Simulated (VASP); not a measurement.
Wanted: the native input for a VASP 6.6.1 run.

```yaml
Task: relaxation of cell and atoms
Functional: PBE
Potentials_or_basis: VASP PAW PBE potentials, release 64 (Ta_pv)
Cutoff: 600 eV
k_mesh: 6 × 6 × 4
Occupations: gaussian, width 0.1 eV
Spin: no spin polarisation
Dipole_correction: no
Further_INCAR_settings: ALGO = Normal; EDIFF = 1e-06; IBRION = 2; EDIFFG = -0.04; NSW = 90; ISIF = 3
```

The structure of Ta lies in POSCAR:

```
Ta
1.0
    3.8615843961      0.0000000000      0.0000000000
   -1.9307921981      3.3442301859      0.0000000000
    0.0000000000      0.0000000000      4.3810967634
Ta
3
Direct
    0.2254000000      0.0000000000      0.3333333333
    0.0000000000      0.2254000000      0.6666666667
    0.7746000000      0.7746000000      0.0000000000
```

These files were run (other wordings do the same):

INCAR

```
SYSTEM = Ta
  PREC = Accurate
  ENCUT = 600
  EDIFF = 1E-6
  ISMEAR = 0
  SIGMA = 0.1
  LREAL = .False.
  LASPH = .True.
  NELM = 60
  ALGO = Normal
  ISIF = 3
  LWAVE = .False.
  LCHARG = .False.
  GGA = PE
  IBRION = 2
  NSW = 90
  EDIFFG = -0.04
```

KPOINTS

```
Automatic mesh
0
Gamma
  6 6 4
  0 0 0
```

Potentials or basis: VASP PAW PBE potentials, release 64 (Ta_pv).

Run with:

```bash
$ cat potpaw_PBE.64/Ta_pv/POTCAR > POTCAR
$ mpirun -np 1 vasp_std > vasp.out
```

Results of the run:

```yaml
Relaxed_volume: 18.29 Å³/atom
Relaxed_cell: a = 4.642 Å, b = 4.642 Å, c = 2.940 Å, α = 90.00°, β = 90.00°, γ = 120.00°
Space_group_after_relaxing_to_0.1_Å: Im-3m (No. 229)
Energy_gained_by_relaxing: 3496.3 meV/atom
Ionic_steps: 44
Pressure_after_relaxing: 0.1 GPa
Largest_force_after_relaxing: 0.014 eV/Å
Band_gap_on_the_k_mesh: zero (an odd number of electrons rules out a gap without spin polarisation)
```

Caveat: a cell axis changed by over 15 % at a fixed basis, so the end point is rough; spin-orbit coupling is left out, which moves the levels of the heavy elements.

It took 22 min on 1 thread of Intel Xeon 8259CL, with other jobs on the host, peak memory 0.22 GiB.
